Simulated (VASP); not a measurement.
# ReS2 in VASP: single point with LDA

Aim: the single point of ReS2 with LDA.

Program: VASP 6.6.1. These are calculated values, not measurements. Logs are shortened: lines on timing, memory, paths and dates and some standing lists are left out, and cuts for length are marked.

### Step 1. The cell of the first run

The cell holds a sheet with vacuum, 24 atoms: a = 6.294 Å, b = 6.398 Å, c = 23.000 Å, α = 90.00°, β = 90.00°, γ = 61.24°.

### Step 2. Single point, LDA

Contents of INCAR:

```
PREC     = Accurate       # precision mode
ENCUT    = 520            # plane-wave cutoff, eV
EDIFF    = 1E-7           # SCF threshold, eV
ISMEAR   = 0              # smearing method
SIGMA    = 0.01           # smearing width, eV
LREAL    = Auto         
LASPH    = T              # aspherical terms in the spheres
NELM     = 60             # most SCF steps
ALGO     = Normal         # electronic algorithm
ISIF     = 2              # what is computed and relaxed
LWAVE    = F              # write WAVECAR
LCHARG   = F              # write CHGCAR
GGA      = CA             # functional
NBANDS   = 94             # bands
```

Contents of KPOINTS:

```
regular mesh
0
Gamma
  4 4 1
```

Contents of POSCAR:

```
ReS2
1.0
    6.2935644895     -0.0070037520      0.0000000000
    3.0843858847      5.6060073116      0.0000000000
    0.0000000000      0.0000000000     23.0000000000
Re S
8 16
Direct
    0.1325468058      0.1857102495      0.3655570038
    0.2553899759      0.5603074154      0.3703379172
    0.7060514580      0.1583824771      0.3672382123
    0.6818775188      0.5873566105      0.3685767842
    0.9447110364      0.5714867965      0.6296620789
    1.0675541884      0.9460840320      0.6344429896
    1.5182234074      0.5444377055      0.6314232258
    1.4940495038      0.9734118000      0.6327617847
    0.8778976501      0.7768355018      0.3169534450
    0.3389202971      0.8085715809      0.3097477055
    0.0490833284      0.9374037363      0.4261839457
    0.0099926920      0.4779634983      0.4356323509
    0.5100356850      0.9690022918      0.4188456019
    0.8385478391      0.3149909072      0.2925151378
    0.5499847898      0.4297699698      0.4433540348
    0.3780221890      0.2679511787      0.3002196191
    1.6900652234      1.1627922819      0.5811544174
    1.1510175470      1.1943908571      0.5738160773
    0.8611805092      1.3232230690      0.6902523427
    0.8220787673      0.8638435537      0.6997803238
    1.3222032461      1.3549590049      0.6830465827
    1.6501162727      0.7020246548      0.5566459468
    1.3615531379      0.8168038584      0.7074848532
    1.1901083130      0.6538311998      0.5643676185
```

Potentials or basis: VASP PAW LDA potentials, release 64 (Re, S).

Command:

```console
> cat potpaw_LDA.64/Re/POTCAR potpaw_LDA.64/S/POTCAR > POTCAR
> mpirun -np 1 vasp_std > vasp.out
```

OUTCAR:

```text
PREC = Accurate
   ENCUT = 520
   EDIFF = 1E-7
   ISMEAR = 0
   LREAL = Auto
   LASPH = T
   NELM = 60
   ISIF = 2
   GGA = CA

 ion  position               nearest neighbor table
   1  0.133  0.186  0.366-  12 2.30  14 2.34  11 2.36  16 2.39  13 2.43  10 2.48   4 2.76   3 2.77
                             2 2.85
   2  0.255  0.560  0.370-  16 2.30  15 2.34  10 2.35  12 2.39   9 2.43  11 2.48   3 2.77   4 2.77
                             1 2.85
   3  0.706  0.158  0.367-  15 2.32  14 2.34  11 2.36  16 2.40  13 2.42   9 2.43   4 2.68   2 2.77
                             1 2.77
   4  0.682  0.587  0.369-  14 2.33  15 2.34  10 2.36  12 2.40   9 2.42  13 2.43   3 2.68   1 2.76
                             2 2.77
   5  0.945  0.571  0.630-  20 2.30  22 2.34  19 2.35  24 2.39  21 2.43  18 2.48   8 2.77   7 2.77
                             6 2.85
   6  0.068  0.946  0.634-  24 2.30  23 2.34  18 2.36  20 2.39  17 2.43  19 2.48   7 2.76   8 2.77
                             5 2.85
   7  0.518  0.544  0.631-  23 2.33  22 2.34  19 2.36  24 2.40  21 2.42  17 2.43   8 2.68   6 2.76
                             5 2.77
   8  0.494  0.973  0.633-  22 2.32  23 2.34  18 2.36  20 2.40  17 2.42  21 2.43   7 2.68   5 2.77
                             6 2.77
   9  0.878  0.777  0.317-   4 2.42   2 2.43   3 2.43
  10  0.339  0.809  0.310-   2 2.35   4 2.36   1 2.48
  11  0.049  0.937  0.426-   1 2.36   3 2.36   2 2.48
  12  0.010  0.478  0.436-   1 2.30   2 2.39   4 2.40
  13  0.510  0.969  0.419-   3 2.42   1 2.43   4 2.43
  14  0.839  0.315  0.293-   4 2.33   3 2.34   1 2.34
[... 8 lines left out ...]
  23  0.362  0.817  0.707-   7 2.33   8 2.34   6 2.34
  24  0.190  0.654  0.564-   6 2.30   5 2.39   7 2.40

  LATTYP: Found a simple monoclinic cell.
 ALAT       =     6.2935683865
 B/A-ratio  =     3.6545245221
 C/A-ratio  =     1.0166722370
 COS(beta)  =    -0.4810732475

  Lattice vectors:

 A1 = (   6.2935644895,  -0.0070037520,   0.0000000000)
 A2 = (   0.0000000000,   0.0000000000,  23.0000000000)
 A3 = (  -3.0843858847,  -5.6060073116,   0.0000000000)

Analysis of symmetry for initial positions (statically):
=====================================================================
 Subroutine PRICEL returns:
 Original cell was already a primitive cell.

 Routine SETGRP: Setting up the symmetry group for a
 simple monoclinic supercell.

 Subroutine GETGRP returns: Found  2 space group operations
 (whereof  1 operations were pure point group operations)
 out of a pool of  4 trial point group operations.

The static configuration has the point symmetry C_1 .
 The point group associated with its full space group is S_2 .

Analysis of symmetry for dynamics (positions and initial velocities):
=====================================================================
 Subroutine PRICEL returns:
 Original cell was already a primitive cell.

 Routine SETGRP: Setting up the symmetry group for a
 simple monoclinic supercell.

 Subroutine GETGRP returns: Found  2 space group operations
 (whereof  1 operations were pure point group operations)
 out of a pool of  4 trial point group operations.

The dynamic configuration has the point symmetry C_1 .
 The point group associated with its full space group is S_2 .

 Subroutine INISYM returns: Found  2 space group operations
 (whereof  1 operations are pure point group operations),
 and found     1 'primitive' translations

----------------------------------------------------------------------------------------

                                     Primitive cell

  volume of cell :     811.9775

  direct lattice vectors                    reciprocal lattice vectors
     6.293564489 -0.007003752  0.000000000     0.158795242 -0.087368028  0.000000000
     3.084385885  5.606007312  0.000000000     0.000198388  0.178270923  0.000000000
     0.000000000  0.000000000 23.000000000     0.000000000  0.000000000  0.043478261

  length of vectors
     6.293568387  6.398496250 23.000000000     0.181243210  0.178271033  0.043478261

  position of ions in fractional coordinates (direct lattice)
     0.132546806  0.185710249  0.365557004
     0.255389976  0.560307415  0.370337917
     0.706051458  0.158382477  0.367238212
     0.681877519  0.587356611  0.368576784
     0.944711036  0.571486796  0.629662079
     0.067554188  0.946084032  0.634442990
[... 16 lines left out ...]
     0.361553138  0.816803858  0.707484853
     0.190108313  0.653831200  0.564367619

  ion indices of the primitive-cell ions
   primitive index   ion index
                 1           1
                 2           2
                 3           3
                 4           4
                 5           5
                 6           6
[... 16 lines left out ...]
                23          23
                24          24

----------------------------------------------------------------------------------------

 KPOINTS: regular mesh

Automatic generation of k-mesh.
 Grid dimensions read from file:
 generate k-points for:    4    4    1

 Generating k-lattice:

  Cartesian coordinates                     Fractional coordinates (reciprocal lattice)
     0.039698810 -0.021842007  0.000000000     0.250000000  0.000000000  0.000000000
     0.000049597  0.044567731  0.000000000     0.000000000  0.250000000  0.000000000
     0.000000000  0.000000000  0.043478261     0.000000000  0.000000000  1.000000000

  Length of vectors
     0.045310802  0.044567758  0.043478261

  Shift w.r.t. Gamma in fractional coordinates (k-lattice)
     0.000000000  0.000000000  0.000000000

 Subroutine IBZKPT returns following result:
 ===========================================

 Found     10 irreducible k-points:

 Following reciprocal coordinates:
            Coordinates               Weight
  0.000000  0.000000  0.000000      1.000000
  0.250000 -0.000000  0.000000      2.000000
  0.500000 -0.000000  0.000000      1.000000
  0.000000  0.250000  0.000000      2.000000
  0.250000  0.250000  0.000000      2.000000
  0.500000  0.250000  0.000000      2.000000
 -0.250000  0.250000  0.000000      2.000000
  0.000000  0.500000  0.000000      1.000000
  0.250000  0.500000  0.000000      2.000000
  0.500000  0.500000  0.000000      1.000000
   k-points           NKPTS =     10   k-points in BZ     NKDIM =     10   number of bands    NBANDS=     94
   number of dos      NEDOS =    301   number of ions     NIONS =     24
   total plane-waves  NPLWV = 414720
   dimension x,y,z NGX =    48 NGY =   48 NGZ =  180
   dimension x,y,z NGXF=    96 NGYF=   96 NGZF=  360
   ions per type =               8  16
   NGX,Y,Z   is equivalent  to a cutoff of  12.68, 12.47, 13.01 a.u.
   NGXF,Y,Z  is equivalent  to a cutoff of  25.36, 24.94, 26.02 a.u.
 SYSTEM =  unknown system
   PREC   = accura    normal or accurate (medium, high low for compatibility)
   ISTART =      0    job   : 0-new  1-cont  2-samecut
   ICHARG =      2    charge: 1-file 2-atom 10-const
   ISPIN  =      1    spin polarized calculation?
   LNONCOLLINEAR =      F non collinear calculations
   LSORBIT =      F    spin-orbit coupling
   LASPH  =      T    aspherical Exc in radial PAW
   ENCUT  =  520.0 eV  38.22 Ry    6.18 a.u.  11.70 11.90 42.76*2*pi/ulx,y,z
   NELM   =     60;   NELMIN=  2; NELMDL= -5     # of ELM steps
   EDIFF  = 0.1E-06   stopping-criterion for ELM
   LREAL  =      T    real-space projection
   EDIFFG = 0.1E-05   stopping-criterion for IOM
   NSW    =      0    number of steps for IOM
   IBRION =     -1    ionic relax: 0-MD 1-quasi-New 2-CG
   NFREE  =      0    steps in history (QN), initial steepest desc. (CG)
   ISIF   =      2    stress and relaxation
   ISYM   =      2    0-nonsym 1-usesym 2-fastsym
   POTIM  = 0.5000    time-step for ionic-motion
   TEBEG  =    0.0;   TEEND  =   0.0 temperature during run
   PSTRESS=    0.0 pullay stress
   NELECT =     152.0000    total number of electrons
   NUPDOWN=      -1.0000    fix difference up-down
   EMIN   =  10.00;   EMAX   =-10.00  energy-range for DOS
   EFERMI =   0.00;   METHOD = LEGACY
   ISMEAR =     0;   SIGMA  =   0.01  broadening in eV -4-tet -1-fermi 0-gaus
   EFERMI_NEDOS =   21; number of points for ismear=-14 and -15
   IALGO  =     38    algorithm
   IMIX   =      4    mixing-type and parameters
     AMIX     =   0.40;   BMIX     =  1.00
     AMIX_MAG =   1.60;   BMIX_MAG =  1.00
  volume/ion in A,a.u.               =      33.83       228.31
  Fermi-wavevector in a.u.,A,eV,Ry     =   0.936501  1.769729 11.932761  0.877033
  Thomas-Fermi vector in A             =   2.063516
   LORBIT       =      0    0 simple, 1 ext, 2 COOP (PROOUT), +10 PAW based schemes
   GGA     = CA    functional components
   LHFCALC =     F    Hartree Fock is set to
   AEXX    =    0.0000 exact exchange contribution
   IVDW    =     0    specifies the selected vdW correction
   LEPSILON=     F    determine dielectric tensor
   LRPA    =     F    only Hartree local field effects (RPA)
 non-spin polarized calculation
 Gauss-broadening in eV      SIGMA  =   0.01
  energy-cutoff  :      520.00
  volume of cell :      811.98
 maximum number of plane-waves:     21898
 NGX is ok and might be reduce to    48
   NGX = 23   NGY = 23   NGZ = 85

 number of electron     152.0000003 magnetization

 Free energy of the ion-electron system (eV)
  ---------------------------------------------------
  ext. energy  EPLUGINS =         0.00000000
  ---------------------------------------------------
  free energy    TOTEN  =      -200.03501114 eV

  energy without entropy =     -200.03501114  energy(sigma->0) =     -200.03501114

 E-fermi :   0.1709     XC(G=0):  -6.2221

 val. band max:        0.0733828959   @ k =   0.0000   0.0000   0.0000
 cond. band min:       1.4679358121   @ k =   0.0000   0.0000   0.0000
 fundamental gap:      1.3945529162
 Fermi energy:         0.1709361685

 k-point     1 :       0.0000    0.0000    0.0000
  band No.  band energies     occupation
      1     -14.9690      2.00000
      2     -14.8704      2.00000
      3     -13.4953      2.00000
      4     -13.3413      2.00000
      5     -13.0375      2.00000
      6     -12.9966      2.00000
[... 899 lines left out ...]
     87       2.5751      0.00000
     88       2.6746      0.00000
 [bands above 88 left out]

------------------------ aborting loop because EDIFF is reached ----------------------------------------

  FORCE on cell =-STRESS in cart. coord.  units (eV):
  Direction    XX          YY          ZZ          XY          YZ          ZX
  --------------------------------------------------------------------------------------
  -------------------------------------------------------------------------------------
  Total        2.6809836      2.7241925      2.5283262     -0.0428639     -0.0779806     -0.0085429
  in kB        5.2900615      5.3753205      4.9888412     -0.0845782     -0.1538698     -0.0168566
  external PRESSURE =       5.2180744 kB  Pullay stress =       0.0000000 kB

 VOLUME and BASIS-vectors are now :
 -----------------------------------------------------------------------------
  energy-cutoff  :      520.00
  volume of cell :      811.98
      direct lattice vectors                 reciprocal lattice vectors
     6.293564489 -0.007003752  0.000000000     0.158795242 -0.087368028  0.000000000
     3.084385885  5.606007312  0.000000000     0.000198388  0.178270923  0.000000000
     0.000000000  0.000000000 23.000000000     0.000000000  0.000000000  0.043478261

 POSITION                                       TOTAL-FORCE (eV/Angst)
 -----------------------------------------------------------------------------------
      1.40699      1.04016      8.40781         0.020947     -0.022901     -0.016539
      3.33552      3.13930      8.51777        -0.019482      0.022376      0.010677
      4.93209      0.88295      8.44648        -0.012299     -0.047707     -0.005165
      6.10307      3.28795      8.47727         0.011786      0.045241      0.012063
      7.70829      3.19714     14.48223         0.019482     -0.022376     -0.010677
      3.34324      5.30328     14.59219        -0.020947      0.022901      0.016539
[... 16 lines left out ...]
      4.79480      4.57648     16.27215        -0.001647     -0.000720      0.165911
      3.21313      3.66405     12.98046        -0.001015     -0.032972     -0.130003
 -----------------------------------------------------------------------------------
    total drift:                               -0.003121     -0.008712     -0.000173

  FREE ENERGIE OF THE ION-ELECTRON SYSTEM (eV)
  ---------------------------------------------------
  free  energy   TOTEN  =      -200.0350111437 eV

  energy  without entropy=     -200.0350111437  energy(sigma->0) =     -200.03501114
```

It took 55 min on 1 thread of Intel Xeon Platinum 8488C (Sapphire Rapids), shared host; peak memory 0.83 GiB.

What came out:

- Free energy: -200.0350 eV
- Largest force: 0.167 eV/Å
- Band gap on the k mesh: 1.39 eV

Forces on the atoms (eV/Å):
```
Re   0.021 -0.023 -0.017
Re  -0.019  0.022  0.011
Re  -0.012 -0.048 -0.005
Re   0.012  0.045  0.012
Re   0.019 -0.022 -0.011
Re  -0.021  0.023  0.017
Re  -0.012 -0.045 -0.012
Re   0.012  0.048  0.005
S    0.005  0.009 -0.069
S   -0.004  0.046 -0.091
S    0.004 -0.046  0.091
S    0.001  0.033  0.130
S   -0.006 -0.010  0.072
S    0.002  0.001 -0.166
S   -0.001  0.000  0.167
S   -0.004 -0.033 -0.129
S    0.006  0.010 -0.072
S   -0.004  0.046 -0.091
S    0.004 -0.046  0.091
S    0.004  0.033  0.129
S   -0.005 -0.009  0.069
S    0.001  0.000 -0.167
S   -0.002 -0.001  0.166
S   -0.001 -0.033 -0.130
```

Caveat: spin-orbit coupling is left out, which moves the levels of the heavy elements.
